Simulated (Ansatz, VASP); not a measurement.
# ZnO in VASP and in Ansatz

```
Zn O
1.0
     0.00000    0.00000    5.29323
     6.55878    0.00000    0.00000
    -3.27939    5.68007    0.00000
Zn O
8 8
Direct
  0.50060 0.33333 0.16667
  0.50060 0.33333 0.66667
  0.50060 0.83333 0.16667
  0.50060 0.83333 0.66667
  0.00060 0.16667 0.33333
  0.00060 0.16667 0.83333
  0.00060 0.66667 0.33333
  0.00060 0.66667 0.83333
  0.87971 0.33333 0.16667
  0.87971 0.33333 0.66667
  0.87971 0.83333 0.16667
  0.87971 0.83333 0.66667
  0.37971 0.16667 0.33333
  0.37971 0.16667 0.83333
  0.37971 0.66667 0.33333
  0.37971 0.66667 0.83333
```

Alike in both runs: functional PBE; k mesh 6 × 6 × 6; occupations gaussian, width 0.1 eV; no spin polarisation.

Ansatz relaxed the structure, and its values are those at the end. VASP's run is a single point on that final structure, the one shown.

|  | VASP | Ansatz |
| --- | --- | --- |
| version | VASP 6.6.1 | Ansatz 0.2.0 |
| potentials or method | VASP PAW PBE potentials, release 64 (Zn, O), cutoff 520 eV | scalar-relativistic, plane waves, PAW |
| valence electrons in the cell | 144 | 144 |

VASP gave:

- gap on the k mesh at the Fermi level (eV): 0.73
- least direct gap on the mesh (eV): 0.73
- pressure (GPa): 0.9

What did Ansatz give for the same quantities?

gap on the k mesh at the Fermi level (eV): 0.74; least direct gap on the mesh (eV): 0.74; pressure (GPa): 0.0.
